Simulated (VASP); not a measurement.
## BaTiO3: single point with PBE

BaTiO3:

```xyz
5
Lattice="4.0060 0.0000 0.0000 0.0000 4.0060 0.0000 0.0000 0.0000 4.0461" Properties=species:S:1:pos:R:3 pbc="T T T"
Ba    2.0030    2.0030    2.0230
Ti    0.0000    0.0000    0.0000
O     2.0030    0.0000    0.0000
O     0.0000    2.0030    0.0000
O     0.0000    0.0000    2.0230
```

This cell differs from its parent crystal: z stretched by +1 %, then relaxed in part.

```json
{"Program": "VASP 6.6.1", "Task": "single point", "Functional": "PBE", "Potentials or basis": "VASP PAW PBE potentials, release 64 (Ba_sv, Ti_sv, O)", "Cutoff": "520 eV", "k mesh": "8 × 8 × 8", "Occupations": "fermi-dirac, width 0.02 eV", "Spin": "no spin polarisation", "Dipole correction": "no", "Further INCAR settings": "ALGO = Normal; EDIFF = 1e-06; NBANDS = 28"}
```

```
Pressure               : 1.7 GPa
Band gap on the k mesh : 1.70 eV, indirect (least direct gap 1.87 eV)
```

Stress tensor (GPa, compression positive):
```
2.34 0.00 0.00
0.00 2.34 0.00
0.00 0.00 0.52
```

Levels at points of the mesh, in eV from the valence-band top:
| k point | band 17 | band 18 | band 19 | band 20 | band 21 | band 22 | band 23 | band 24 |
| --- | --- | --- | --- | --- | --- | --- | --- | --- |
| (0.00, 0.00, 0.00) | -1.07 | -0.18 | -0.17 | -0.17 | 1.70 | 1.70 | 1.72 | 3.77 |
| (0.50, 0.00, 0.00) | -1.86 | -1.86 | -0.74 | -0.73 | 1.86 | 3.43 | 3.44 | 3.79 |
| (0.50, 0.50, 0.00) | -1.73 | -0.84 | -0.84 | -0.08 | 3.44 | 3.44 | 3.86 | 4.58 |
| (0.00, 0.00, 0.50) | -1.76 | -1.76 | -0.72 | -0.72 | 1.86 | 3.35 | 3.35 | 3.85 |
| (0.50, 0.00, 0.50) | -1.74 | -0.92 | -0.92 | -0.11 | 3.36 | 3.44 | 3.81 | 4.67 |
| (0.50, 0.50, 0.50) | -2.39 | -0.02 | -0.02 | 0.00 | 4.05 | 4.05 | 4.10 | 6.64 |

It took 55 s on 1 thread of Intel(R) Xeon(R) 6975P-C (Granite Rapids), with other jobs on the host, peak memory 0.26 GiB.

Caveat: the cell differs from its parent crystal (z stretched by +1 %, then relaxed in part); spin-orbit coupling is left out, which moves the levels of the heavy elements. A k mesh can miss the band edges.
